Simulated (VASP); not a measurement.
# CuI (F-43m) in VASP: further runs, part 2 of 2

VASP 6.6.1.

### 4 Single point, PBE-based screened hybrid with 25 % exact exchange

This run uses another cell than the first one, of 28.52 Å³/atom.

File POSCAR:

```
CuI
1.0
    0.0000000000      3.0551854541      3.0551854541
    3.0551854541      0.0000000000      3.0551854541
    3.0551854541      3.0551854541      0.0000000000
I Cu
1 1
Direct
    0.0000000000      0.0000000000      0.0000000000
    0.7500000000      0.7500000000      0.7500000000
```

File INCAR.step1:

```
SYSTEM = CuI
  ALGO = Normal
  EDIFF = 1E-5
  ENCUT = 520
  GGA = PE
  ISIF = 2
  ISMEAR = -1
  LASPH = .True.
  LCHARG = .False.
  LREAL = .False.
  LWAVE = .True.
  NBANDS = 16
  NELM = 80
  PREC = Accurate
  SIGMA = 0.05
```

File INCAR.step2:

```
SYSTEM = CuI
  AEXX = 0.25
  ALGO = Normal
  EDIFF = 1E-7
  ENCUT = 520
  GGA = PE
  HFSCREEN = 0.3
  ISIF = 2
  ISMEAR = -1
  ISTART = 1
  LASPH = .True.
  LCHARG = .False.
  LHFCALC = .True.
  LREAL = .False.
  LWAVE = .False.
  NBANDS = 16
  NELM = 80
  PREC = Accurate
  PRECFOCK = Normal
  SIGMA = 0.05
```

File KPOINTS:

```
k-points
0
Gamma
  4 4 4
  0 0 0
```

Potentials or basis: VASP PAW PBE potentials, release 64 (I, Cu).

On the command line:

```console
> cat potpaw_PBE.64/I/POTCAR potpaw_PBE.64/Cu/POTCAR > POTCAR
> cp INCAR.step1 INCAR
> mpirun -np 1 vasp_std > vasp.out
> cp INCAR.step2 INCAR
> mpirun -np 1 vasp_std > vasp.out
```

OUTCAR:

```text
SYSTEM = CuI
   AEXX = 0.25
   EDIFF = 1E-7
   ENCUT = 520
   GGA = PE
   HFSCREEN = 0.3
   ISIF = 2
   ISMEAR = -1
   ISTART = 1
   LASPH = .True.
   LHFCALC = .True.
   LREAL = .False.
   NELM = 80
   PREC = Accurate
   PRECFOCK = Normal

 ion  position               nearest neighbor table
   1  0.000  0.000  0.000-   2 2.65   2 2.65   2 2.65   2 2.65
   2  0.750  0.750  0.750-   1 2.65   1 2.65   1 2.65   1 2.65

  LATTYP: Found a face centered cubic cell.
 ALAT       =     6.1103709082

  Lattice vectors:

 A1 = (   0.0000000000,   3.0551854541,   3.0551854541)
 A2 = (   3.0551854541,   0.0000000000,   3.0551854541)
 A3 = (   3.0551854541,   3.0551854541,   0.0000000000)

Analysis of symmetry for initial positions (statically):
=====================================================================
 Subroutine PRICEL returns:
 Original cell was already a primitive cell.

 Routine SETGRP: Setting up the symmetry group for a
 face centered cubic supercell.

[... 152 lines left out ...]
  free energy    TOTEN  =        -6.24662293 eV

  energy without entropy =       -6.24662293  energy(sigma->0) =       -6.24662293

 E-fermi :   4.4140     XC(G=0):  -7.4632

 val. band max:        3.3404411162   @ k =   0.0000   0.0000   0.0000
 cond. band min:       5.6748455981   @ k =   0.0000   0.0000   0.0000
 fundamental gap:      2.3344044819
 Fermi energy:         4.4140355684

 k-point     1 :       0.0000    0.0000    0.0000
  band No.  band energies     occupation
      1     -11.1748      2.00000
      2      -0.4698      2.00000
      3      -0.4698      2.00000
      4      -0.4698      2.00000
      5       1.0166      2.00000
      6       1.0166      2.00000
[... 129 lines left out ...]
      3      -1.0652      2.00000
      4      -0.3166      2.00000
      5       0.9478      2.00000
      6       1.1161      2.00000
[... 8 lines left out ...]
     15      16.2609      0.00000
     16      16.6212      0.00000

------------------------ aborting loop because EDIFF is reached ----------------------------------------

  FORCE on cell =-STRESS in cart. coord.  units (eV):
  Direction    XX          YY          ZZ          XY          YZ          ZX
  --------------------------------------------------------------------------------------
  -------------------------------------------------------------------------------------
  Total       -0.0424018     -0.0424018     -0.0424018      0.0000000      0.0000000      0.0000000
  in kB       -1.1911121     -1.1911121     -1.1911121      0.0000000      0.0000000      0.0000000
  external PRESSURE =      -1.1911121 kB  Pullay stress =       0.0000000 kB

 VOLUME and BASIS-vectors are now :
 -----------------------------------------------------------------------------
  energy-cutoff  :      520.00
  volume of cell :       57.04
      direct lattice vectors                 reciprocal lattice vectors
     0.000000000  3.055185454  3.055185454    -0.163656186  0.163656186  0.163656186
     3.055185454  0.000000000  3.055185454     0.163656186 -0.163656186  0.163656186
     3.055185454  3.055185454  0.000000000     0.163656186  0.163656186 -0.163656186

 POSITION                                       TOTAL-FORCE (eV/Angst)
 -----------------------------------------------------------------------------------
      0.00000      0.00000      0.00000         0.000000      0.000000      0.000000
      4.58278      4.58278      4.58278        -0.000000     -0.000000     -0.000000
 -----------------------------------------------------------------------------------
    total drift:                                0.000100      0.000111      0.000077

  FREE ENERGIE OF THE ION-ELECTRON SYSTEM (eV)
  ---------------------------------------------------
  free  energy   TOTEN  =        -6.2466229327 eV

  energy  without entropy=       -6.2466229326  energy(sigma->0) =       -6.24662293
```

OUTCAR.step1:

```text
SYSTEM = CuI
   EDIFF = 1E-5
   ENCUT = 520
   GGA = PE
   ISIF = 2
   ISMEAR = -1
   LASPH = .True.
[... 353 lines left out ...]
      0.00000      0.00000      0.00000        -0.000000     -0.000000     -0.000000
      4.58278      4.58278      4.58278         0.000000      0.000000      0.000000
 -----------------------------------------------------------------------------------
    total drift:                               -0.000001     -0.000001     -0.000001

  FREE ENERGIE OF THE ION-ELECTRON SYSTEM (eV)
  ---------------------------------------------------
  free  energy   TOTEN  =        -5.5293607609 eV

  energy  without entropy=       -5.5293594585  energy(sigma->0) =       -5.52936011
```

It took 25 min on 1 thread of Intel Xeon 8259CL, shared host; peak memory 0.3 GiB.

Results:

```yaml
Free_energy: -6.2466 eV
Pressure: -0.1 GPa
Band_gap_on_the_k_mesh: 2.33 eV
```

Caveat: the k points lie up to 0.45 Å⁻¹ apart; the PAW data sets were made with another functional, which shifts forces and pressure a little; spin-orbit coupling is left out, which moves the levels of the heavy elements.

### 5 Relaxation of cell and atoms, PBE-based screened hybrid with 25 % exact exchange

File POSCAR:

```
CuI
1.0
    0.0000000000      3.0315000000      3.0315000000
    3.0315000000      0.0000000000      3.0315000000
    3.0315000000      3.0315000000      0.0000000000
I Cu
1 1
Direct
    0.0000000000      0.0000000000      0.0000000000
    0.7500000000      0.7500000000      0.7500000000
```

File INCAR.step1:

```
PREC = Accurate
ENCUT = 600
EDIFF = 1E-5
ISMEAR = -1
SIGMA = 0.05
LREAL = False
LASPH = True
NELM = 100
ALGO = Normal
LWAVE = True
LCHARG = False
GGA = PE
NBANDS = 16
```

File INCAR.step2:

```
PREC = Accurate
ENCUT = 600
EDIFF = 1E-7
ISMEAR = -1
SIGMA = 0.05
LREAL = False
LASPH = True
NELM = 100
ALGO = Normal
ISIF = 3
LWAVE = False
LCHARG = False
GGA = PE
LHFCALC = True
AEXX = 0.25
HFSCREEN = 0.3
PRECFOCK = Normal
IBRION = 2
NSW = 60
EDIFFG = -0.01
ISTART = 1
```

File KPOINTS:

```
Automatic mesh
0
Gamma
  4 4 4
```

On the command line:

```console
> cat potpaw_PBE.64/I/POTCAR potpaw_PBE.64/Cu/POTCAR > POTCAR
> cp INCAR.step1 INCAR
> mpirun -np 1 vasp_std > vasp.out
> cp INCAR.step2 INCAR
> mpirun -np 1 vasp_std > vasp.out
```

It took 53 min on 1 thread of Intel Xeon 8259CL, shared host; peak memory 0.34 GiB.

Results (log left out):

```yaml
Free_energy: -6.2468 eV
Relaxed_volume: 28.44 Å³/atom
Relaxed_cell: a = 4.317 Å, b = 4.317 Å, c = 4.317 Å, α = 60.00°, β = 60.00°, γ = 60.00°
Space_group_after_relaxing_to_0.1_Å: F-43m (No. 216)
Energy_gained_by_relaxing: 1.5 meV/atom
Ionic_steps: 3
Pressure_after_relaxing: 0.0 GPa
Band_gap_on_the_k_mesh: 2.34 eV
```

The path:
```
step  energy change (eV)  largest force (eV/Å)  pressure (GPa)  volume (Å³)
   1              0.0000                0.0000            0.74        55.72
   2             -0.0030                0.0000            0.10        56.77
   3             -0.0031                0.0000            0.01        56.88
```

Final structure:
```yaml
crystal:
  lattice:
    - [0.00000, 3.05244, 3.05244]
    - [3.05244, 0.00000, 3.05244]
    - [3.05244, 3.05244, 0.00000]
  atoms:
    - { symbol: I, position: [0.00000, 0.00000, 0.00000] }
    - { symbol: Cu, position: [0.75000, 0.75000, 0.75000] }
```

Levels at points of the mesh, in eV from the valence-band top:
```tsv
k point	band 6	band 7	band 8	band 9	band 10	band 11	band 12	band 13
(0.00, 0.00, 0.00)	-2.34	0.00	0.00	0.00	2.34	6.11	6.11	6.11
(0.50, 0.00, 0.00)	-2.31	-2.26	-0.79	-0.79	3.37	6.60	6.60	8.56
(0.50, 0.50, 0.00)	-2.26	-2.15	-1.82	-1.82	3.74	4.07	10.47	11.20
```

Caveat: the k points lie up to 0.45 Å⁻¹ apart in the final cell; the PAW data sets were made with another functional, which shifts forces and pressure a little; spin-orbit coupling is left out, which moves the levels of the heavy elements.

### 6 Single point, b88 exchange, pbe correlation

File INCAR:

```
PREC = Accurate
ENCUT = 600
EDIFF = 1E-6
ISMEAR = -1
SIGMA = 0.01
LREAL = False
LASPH = True
NELM = 120
ALGO = Normal
ISIF = 2
LWAVE = False
LCHARG = False
GGA = LIBXC
LIBXC1 = GGA_X_B88
LIBXC2 = GGA_C_PBE
NBANDS = 16
GGA_COMPAT = False
```

File KPOINTS:

```
Automatic mesh
0
Gamma
  8 8 8
```

POSCAR is that of step 5.

Potentials or basis: VASP PAW PBE potentials, release 64 (I, Cu).

On the command line:

```console
> cat potpaw_PBE.64/I/POTCAR potpaw_PBE.64/Cu/POTCAR > POTCAR
> mpirun -np 1 vasp_std > vasp.out
```

Wall time 23 s (1 thread of Intel Xeon Platinum 8559C (Emerald Rapids), shared host); peak memory 0.21 GiB.

It converged, with:

* Free energy: -5.3056 eV
* Pressure: 0.6 GPa
* Band gap on the k mesh: 1.16 eV

Levels at points of the mesh, in eV from the valence-band top:
```csv
k point,band 5,band 6,band 7,band 8,band 9,band 10,band 11,band 12,band 13,band 14
"(0.00, 0.00, 0.00)",-1.85,-1.85,0.00,0.00,0.00,1.16,4.90,4.90,4.90,8.23
"(0.50, 0.00, 0.00)",-1.82,-1.82,-1.78,-0.71,-0.71,2.18,5.43,5.43,7.44,9.16
"(0.50, 0.50, 0.00)",-1.87,-1.79,-1.76,-1.50,-1.50,2.74,2.93,9.21,9.77,9.77
```

Caveat: the PAW data sets were made with another functional, which shifts forces and pressure a little; spin-orbit coupling is left out, which moves the levels of the heavy elements.

### 7 The runs side by side

| task | level | cell | k mesh | cutoff (eV) | smearing | grid for exact exchange (PRECFOCK) | share of exact exchange | screening parameter | gap on the mesh (eV) | pressure (GPa) |
| --- | --- | --- | --- | --- | --- | --- | --- | --- | --- | --- |
| single point | SVWN5 | a = 4.287 Å, angles 60.0°, 2 atoms | 8 × 8 × 8 | 520 | fermi-dirac 0.05 eV | - | - | - | 0.96 | -4.3 |
| single point | r2SCANh | a = 4.287 Å, angles 60.0°, 2 atoms | 4 × 4 × 4 | 520 | fermi-dirac 0.05 eV | Normal | 0.1 | - | 2.42 | -0.4 |
| single point | PBE-based screened hybrid with 25 % exact exchange | a = 4.321 Å, angles 60.0°, 2 atoms | 4 × 4 × 4 | 520 | fermi-dirac 0.05 eV | Normal | 0.25 | 0.3 1/Å | 2.33 | -0.1 |
| relaxation of cell and atoms | PBE-based screened hybrid with 25 % exact exchange | relaxed from a = 4.287 Å, angles 60.0°, 2 atoms | 4 × 4 × 4 | 600 | fermi-dirac 0.05 eV | Normal | 0.25 | 0.3 1/Å | 2.34 | 0.0 |
| single point | b88 exchange, pbe correlation | a = 4.287 Å, angles 60.0°, 2 atoms | 8 × 8 × 8 | 600 | fermi-dirac 0.01 eV | - | - | - | 1.16 | 0.6 |

Alike in all rows: potentials or basis VASP PAW PBE potentials, release 64 (I, Cu); no spin polarisation.

Caveats: some runs use coarse meshes; the PAW data sets were made with another functional, which shifts forces and pressure a little; spin-orbit coupling is left out, which moves the levels of the heavy elements; the cell stands under tension (at least some runs).

Absolute energies hang on the potentials; compare differences alone.
